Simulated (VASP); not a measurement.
Here is a VASP 6.6.1 calculation.

Contents of INCAR:

```
SYSTEM = TePt
ALGO = Normal
EDIFF = 1E-7
ENCUT = 520
GGA = PS
ISIF = 2
ISMEAR = 0
LASPH = .True.
LCHARG = .False.
LREAL = .False.
LWAVE = .False.
NBANDS = 24
NELM = 100
PREC = Accurate
SIGMA = 0.15
```

File KPOINTS:

```
k-points
0
Gamma
  12 12 10
  0 0 0
```

The input POSCAR:

```
TePt
1.0
    3.9465598192      0.0000000000      0.0000000000
   -1.9732799096      3.4178210610      0.0000000000
    0.0000000000      0.0000000000      5.8816800000
Te Pt
2 2
Direct
    0.3333333333      0.6666666667      0.2500000000
    0.6666666667      0.3333333333      0.7500000000
    0.0000000000      0.0000000000      0.0000000000
    0.0000000000      0.0000000000      0.5000000000
```

Potentials or basis: VASP PAW PBE potentials, release 64 (Te, Pt).

The run is started by

```sh
$ cat potpaw_PBE.64/Te/POTCAR potpaw_PBE.64/Pt/POTCAR > POTCAR
$ mpirun -np 1 vasp_std > vasp.out
```

(1) Estimate the band gap on the k mesh.

(2) What does it give for the pressure?

## Answers

(1) zero (bands 16 and 17 overlap by 1.36 eV).

(2) 12.5 GPa.

Caveat: the cell differs from its parent crystal (strain -0.040 along x and y, +0.080 along z); the stress differs along the axes, from 6 to 16 GPa; the PAW data sets were made with another functional, which shifts forces and pressure a little; spin-orbit coupling is left out, which moves the levels of the heavy elements.
